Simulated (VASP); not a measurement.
# CaAl2Sb2 (P-3m1) in VASP: further runs, part 2 of 2

VASP 6.6.1. The steps go on from the part before.

## (3) Single point, PBEsol

The input, INCAR:

```
SYSTEM = CaAl2Sb2
PREC     = Accurate       ! precision mode
ENCUT    = 500            ! plane-wave cutoff, eV
EDIFF    = 1E-6           ! SCF threshold, eV
ISMEAR   = 1              ! smearing method
SIGMA    = 0.15           ! smearing width, eV
LREAL    = .False.        ! projectors in reciprocal space
LASPH    = .True.         ! aspherical terms in the spheres
NELM     = 120            ! most SCF steps
ALGO     = Normal         ! electronic algorithm
ISIF     = 2              ! what is computed and relaxed
LWAVE    = .False.        ! write WAVECAR
LCHARG   = .False.        ! write CHGCAR
GGA      = PS             ! functional
NBANDS   = 21             ! bands
GGA_COMPAT= .False.
```

The input, KPOINTS:

```
regular mesh
0
Gamma
  6 6 4
  0 0 0
```

The input, POSCAR:

```
CaAl2Sb2
1.0
    4.9811377200      0.0000000000      0.0000000000
   -2.4905688600      4.3137918100      0.0000000000
    0.0000000000      0.0000000000      6.0444695700
Ca Al Sb
1 2 2
Direct
    0.0000000000      0.0000000000      0.0000000000
    0.6666666700      0.3333333300      0.2840444700
    0.3333333300      0.6666666700      0.7159555300
    0.6666666700      0.3333333300      0.7383358300
    0.3333333300      0.6666666700      0.2616641700
```

Potentials or basis: VASP PAW PBE potentials, release 64 (Ca_sv, Al, Sb).

Command:

```sh
cat potpaw_PBE.64/Ca_sv/POTCAR potpaw_PBE.64/Al/POTCAR potpaw_PBE.64/Sb/POTCAR > POTCAR
mpirun -np 1 vasp_std > vasp.out
```

OUTCAR:

```text
SYSTEM = CaAl2Sb2
   PREC = Accurate
   ENCUT = 500
   EDIFF = 1E-6
   ISMEAR = 1
   LREAL = .False.
   LASPH = .True.
   NELM = 120
   ISIF = 2
   GGA = PS

 ion  position               nearest neighbor table
   1  0.000  0.000  0.000-   4 3.28   5 3.28   4 3.28   5 3.28   4 3.28   5 3.28
   2  0.667  0.333  0.284-   4 2.75   5 2.88   5 2.88   5 2.88   4 3.30
   3  0.333  0.667  0.716-   5 2.75   4 2.88   4 2.88   4 2.88   5 3.30
   4  0.667  0.333  0.738-   2 2.75   3 2.88   3 2.88   3 2.88   1 3.28   1 3.28   1 3.28   2 3.30

   5  0.333  0.667  0.262-   3 2.75   2 2.88   2 2.88   2 2.88   1 3.28   1 3.28   1 3.28   3 3.30

  LATTYP: Found a hexagonal cell.
 ALAT       =     4.9811377200
 C/A-ratio  =     1.2134716825

  Lattice vectors:

 A1 = (   4.9811377200,   0.0000000000,   0.0000000000)
 A2 = (  -2.4905688600,   4.3137918100,   0.0000000000)
 A3 = (   0.0000000000,   0.0000000000,   6.0444695700)

Analysis of symmetry for initial positions (statically):
=====================================================================
 Subroutine PRICEL returns:
 Original cell was already a primitive cell.

 Routine SETGRP: Setting up the symmetry group for a
 hexagonal supercell.

 Subroutine GETGRP returns: Found 12 space group operations
 (whereof 12 operations were pure point group operations)
 out of a pool of 24 trial point group operations.

The static configuration has the point symmetry D_3d.

Analysis of symmetry for dynamics (positions and initial velocities):
=====================================================================
 Subroutine PRICEL returns:
 Original cell was already a primitive cell.

 Routine SETGRP: Setting up the symmetry group for a
 hexagonal supercell.

 Subroutine GETGRP returns: Found 12 space group operations
 (whereof 12 operations were pure point group operations)
 out of a pool of 24 trial point group operations.

The dynamic configuration has the point symmetry D_3d.

 Subroutine INISYM returns: Found 12 space group operations
 (whereof 12 operations are pure point group operations),
 and found     1 'primitive' translations

----------------------------------------------------------------------------------------

                                     Primitive cell

  volume of cell :     129.8811

  direct lattice vectors                    reciprocal lattice vectors
     4.981137720  0.000000000  0.000000000     0.200757348  0.115907309  0.000000000
    -2.490568860  4.313791810  0.000000000     0.000000000  0.231814618  0.000000000
     0.000000000  0.000000000  6.044469570     0.000000000  0.000000000  0.165440489

  length of vectors
     4.981137720  4.981137724  6.044469570     0.231814618  0.231814618  0.165440489

  position of ions in fractional coordinates (direct lattice)
     0.000000000  0.000000000  0.000000000
     0.666666670  0.333333330  0.284044470
     0.333333330  0.666666670  0.715955530
     0.666666670  0.333333330  0.738335830
     0.333333330  0.666666670  0.261664170

  ion indices of the primitive-cell ions
   primitive index   ion index
                 1           1
                 2           2
                 3           3
[... 24 lines left out ...]
 Subroutine IBZKPT returns following result:
 ===========================================

 Found     24 irreducible k-points:

 Following reciprocal coordinates:
            Coordinates               Weight
  0.000000  0.000000  0.000000      1.000000
  0.166667  0.000000  0.000000      6.000000
  0.333333  0.000000  0.000000      6.000000
  0.500000  0.000000  0.000000      3.000000
  0.166667  0.166667  0.000000      6.000000
  0.333333  0.166667  0.000000     12.000000
[... 16 lines left out ...]
  0.333333  0.166667  0.500000     12.000000
  0.333333  0.333333  0.500000      2.000000
   k-points           NKPTS =     24   k-points in BZ     NKDIM =     24   number of bands    NBANDS=     21
   number of dos      NEDOS =    301   number of ions     NIONS =      5
   total plane-waves  NPLWV =  62208
   dimension x,y,z NGX =    36 NGY =   36 NGZ =   48
   dimension x,y,z NGXF=    72 NGYF=   72 NGZF=   96
   ions per type =               1   2   2
   NGX,Y,Z   is equivalent  to a cutoff of  12.02, 12.02, 13.20 a.u.
   NGXF,Y,Z  is equivalent  to a cutoff of  24.03, 24.03, 26.40 a.u.
 SYSTEM =  CaAl2Sb2
   PREC   = accura    normal or accurate (medium, high low for compatibility)
   ISTART =      0    job   : 0-new  1-cont  2-samecut
   ICHARG =      2    charge: 1-file 2-atom 10-const
   ISPIN  =      1    spin polarized calculation?
   LNONCOLLINEAR =      F non collinear calculations
   LSORBIT =      F    spin-orbit coupling
   LASPH  =      T    aspherical Exc in radial PAW
   ENCUT  =  500.0 eV  36.75 Ry    6.06 a.u.   9.08  9.08 11.02*2*pi/ulx,y,z
   NELM   =    120;   NELMIN=  2; NELMDL= -5     # of ELM steps
   EDIFF  = 0.1E-05   stopping-criterion for ELM
   LREAL  =      F    real-space projection
   EDIFFG = 0.1E-04   stopping-criterion for IOM
   NSW    =      0    number of steps for IOM
   IBRION =     -1    ionic relax: 0-MD 1-quasi-New 2-CG
   NFREE  =      0    steps in history (QN), initial steepest desc. (CG)
   ISIF   =      2    stress and relaxation
   ISYM   =      2    0-nonsym 1-usesym 2-fastsym
   POTIM  = 0.5000    time-step for ionic-motion
   TEBEG  =    0.0;   TEEND  =   0.0 temperature during run
   PSTRESS=    0.0 pullay stress
   NELECT =      26.0000    total number of electrons
   NUPDOWN=      -1.0000    fix difference up-down
   EMIN   =  10.00;   EMAX   =-10.00  energy-range for DOS
   EFERMI =   0.00;   METHOD = LEGACY
   ISMEAR =     1;   SIGMA  =   0.15  broadening in eV -4-tet -1-fermi 0-gaus
   EFERMI_NEDOS =   21; number of points for ismear=-14 and -15
   IALGO  =     38    algorithm
   IMIX   =      4    mixing-type and parameters
     AMIX     =   0.40;   BMIX     =  1.00
     AMIX_MAG =   1.60;   BMIX_MAG =  1.00
  volume/ion in A,a.u.               =      25.98       175.30
  Fermi-wavevector in a.u.,A,eV,Ry     =   0.957673  1.809740 12.478418  0.917138
  Thomas-Fermi vector in A             =   2.086712
   LORBIT       =      0    0 simple, 1 ext, 2 COOP (PROOUT), +10 PAW based schemes
   GGA     = PS    functional components
   LHFCALC =     F    Hartree Fock is set to
   AEXX    =    0.0000 exact exchange contribution
   IVDW    =     0    specifies the selected vdW correction
   LEPSILON=     F    determine dielectric tensor
   LRPA    =     F    only Hartree local field effects (RPA)
 non-spin polarized calculation
 Methfessel and Paxton  Order N= 1 SIGMA  =   0.15
  energy-cutoff  :      500.00
  volume of cell :      129.88
 maximum number of plane-waves:      3330
   NGX = 19   NGY = 19   NGZ = 23

 number of electron      25.9999997 magnetization

 Free energy of the ion-electron system (eV)
  ---------------------------------------------------
  ext. energy  EPLUGINS =         0.00000000
  ---------------------------------------------------
  free energy    TOTEN  =       -20.82769871 eV

  energy without entropy =      -20.82342285  energy(sigma->0) =      -20.82627343

 E-fermi :   6.2179     XC(G=0):  -9.4051

 val. band max:        6.1924698930   @ k =   0.0000   0.0000   0.5000
 cond. band min:       6.2584022355   @ k =   0.3333   0.1667   0.5000
 fundamental gap:      0.0659323425
 Fermi energy:         6.2179327569

 k-point     1 :       0.0000    0.0000    0.0000
  band No.  band energies     occupation
      1     -35.2849      2.00000
      2     -16.4152      2.00000
      3     -16.4067      2.00000
      4     -16.4067      2.00000
      5      -5.2743      2.00000
      6      -3.0103      2.00000
[... 565 lines left out ...]
     20       9.3779      0.00000
     21      10.0011      0.00000

------------------------ aborting loop because EDIFF is reached ----------------------------------------

  FORCE on cell =-STRESS in cart. coord.  units (eV):
  Direction    XX          YY          ZZ          XY          YZ          ZX
  --------------------------------------------------------------------------------------
  -------------------------------------------------------------------------------------
  Total       -1.1792292     -1.1792292     -0.3988450      0.0000000      0.0000000      0.0000000
  in kB      -14.5466465    -14.5466466     -4.9200424      0.0000000      0.0000000      0.0000000
  external PRESSURE =     -11.3377785 kB  Pullay stress =       0.0000000 kB

 VOLUME and BASIS-vectors are now :
 -----------------------------------------------------------------------------
  energy-cutoff  :      500.00
  volume of cell :      129.88
      direct lattice vectors                 reciprocal lattice vectors
     4.981137720  0.000000000  0.000000000     0.200757348  0.115907309  0.000000000
    -2.490568860  4.313791810  0.000000000     0.000000000  0.231814618  0.000000000
     0.000000000  0.000000000  6.044469570     0.000000000  0.000000000  0.165440489

 POSITION                                       TOTAL-FORCE (eV/Angst)
 -----------------------------------------------------------------------------------
      0.00000      0.00000      0.00000         0.000000      0.000000      0.000000
      2.49057      1.43793      1.71690         0.000000     -0.000000     -0.013905
     -0.00000      2.87586      4.32757         0.000000      0.000000      0.013905
      2.49057      1.43793      4.46285        -0.000000      0.000000      0.054869
     -0.00000      2.87586      1.58162        -0.000000     -0.000000     -0.054869
 -----------------------------------------------------------------------------------
    total drift:                                0.000000      0.000000     -0.000000

  FREE ENERGIE OF THE ION-ELECTRON SYSTEM (eV)
  ---------------------------------------------------
  free  energy   TOTEN  =       -20.8276987131 eV

  energy  without entropy=      -20.8234228519  energy(sigma->0) =      -20.82627343
```

Run time: 24 s. Hardware: 1 thread of Intel Xeon 6975P-C (Granite Rapids), shared host; peak memory 0.27 GiB.

Results:

```
Free energy            : -20.8277 eV
Pressure               : -1.1 GPa
Largest force          : 0.055 eV/Å
Band gap on the k mesh : zero (band 13 reaches 7.11 eV, above the bottom of band 14 at 5.50 eV)
```

Forces in eV/Å, atoms in the order of the input:
```
Ca   0.000  0.000  0.000
Al   0.000  0.000 -0.014
Al   0.000  0.000  0.014
Sb   0.000  0.000  0.055
Sb   0.000  0.000 -0.055
```

Stress tensor (GPa, compression positive):
```
-1.45  0.00  0.00
 0.00 -1.45  0.00
 0.00  0.00 -0.49
```

Caveat: the PAW data sets were made with another functional, which shifts forces and pressure a little; spin-orbit coupling is left out, which moves the levels of the heavy elements.
